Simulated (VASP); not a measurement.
The system is Li3MgCl3.

```
Li Mg Cl
1.0
     2.26850   -3.48233    0.00000
     2.26850    3.48233    0.00000
     0.00000    0.00000    5.76659
Li Mg Cl
3 1 3
Direct
  0.50000 0.50000 0.19134
  0.50000 0.00000 0.30866
  0.00000 0.50000 0.30866
  0.00000 0.00000 0.00000
  0.50000 0.50000 0.80866
  0.00000 0.50000 0.69134
  0.50000 0.00000 0.69134
```

```yaml
Program: VASP 6.6.1
Task: relaxation of cell and atoms
Functional: PBE
Potentials_or_basis: VASP PAW PBE potentials, release 64 (Li_sv, Mg, Cl)
Cutoff: 600 eV
k_mesh: 4 × 4 × 4
Occupations: gaussian, width 0.1 eV
Spin: no spin polarisation
```

At the start: pressure 51.5 GPa; volume 13.02 Å³/atom.

Q: Where does the relaxation end?

A: Over 67 steps the energy falls by 2494.9 meV/atom and the volume is 20.11 Å³/atom (+54.5 %); space group Cmm2 (No. 35, to 0.05 Å).

Step by step:
```tsv
step	energy change (eV)	largest force (eV/Å)	pressure (GPa)	volume (Å³)
1	0.0000	7.4686	51.52	91.11
3	-11.7458	2.1092	2.30	166.62
5	-11.8173	2.9242	1.16	178.56
7	-12.0752	1.1167	-0.90	185.47
9	-12.4131	2.1296	0.30	180.96
11	-12.6160	2.2841	0.08	179.85
13	-13.4586	2.9953	-0.49	174.06
15	-14.8773	2.6358	-1.66	162.97
17	-16.0136	1.2125	-2.52	151.07
19	-16.2029	0.9164	-3.73	154.35
21	-16.7948	0.6730	-0.97	138.41
23	-16.8833	0.5534	0.72	131.32
25	-16.9107	0.4020	0.72	131.41
27	-16.9414	0.1887	-0.03	134.88
29	-16.9568	0.2369	-0.19	135.21
31	-16.9612	0.2699	-0.31	135.47
33	-16.9727	0.3090	-0.23	135.07
35	-17.0284	0.4155	0.11	133.27
37	-16.9218	0.7015	2.02	126.18
39	-17.0932	0.4169	0.79	130.29
41	-17.1426	0.4350	0.90	129.69
43	-17.1483	0.4468	0.95	129.46
45	-17.2343	0.3605	0.46	131.33
47	-17.3082	0.2437	-0.56	139.09
49	-17.3494	0.1865	-0.28	136.24
51	-17.3824	0.2201	1.46	130.97
53	-17.4255	0.1365	0.20	135.61
55	-17.4494	0.0692	-0.14	139.50
57	-17.4523	0.0770	0.02	139.39
59	-17.4562	0.0722	0.03	139.61
61	-17.4587	0.0661	-0.14	140.59
63	-17.4621	0.0937	0.06	140.51
65	-17.4638	0.0603	0.02	140.55
67	-17.4646	0.0358	0.01	140.77
```

Final structure:
```cif
data_structure
_symmetry_space_group_name_H-M 'P 1'
_symmetry_Int_Tables_number 1
_cell_length_a 4.8755
_cell_length_b 4.8755
_cell_length_c 5.9359
_cell_angle_alpha 90.000
_cell_angle_beta 90.000
_cell_angle_gamma 93.940
_cell_volume 140.77
loop_
_atom_site_label
_atom_site_type_symbol
_atom_site_fract_x
_atom_site_fract_y
_atom_site_fract_z
_atom_site_occupancy
Li1 Li 0.50000 0.50000 0.74125 1
Li2 Li 0.50000 0.00000 0.11717 1
Li3 Li 0.00000 0.50000 0.11717 1
Mg1 Mg 0.00000 0.00000 0.46107 1
Cl1 Cl 0.50000 0.50000 0.16131 1
Cl2 Cl 0.00000 0.50000 0.70101 1
Cl3 Cl 0.50000 0.00000 0.70101 1
```

Caveat: the cutoff is under 1.25 times the usual one of these potentials, so pressure, stress and relaxed cells hold a basis-set (Pulay) error; the volume moved by over 15 % at a fixed basis, so the end points are rough.
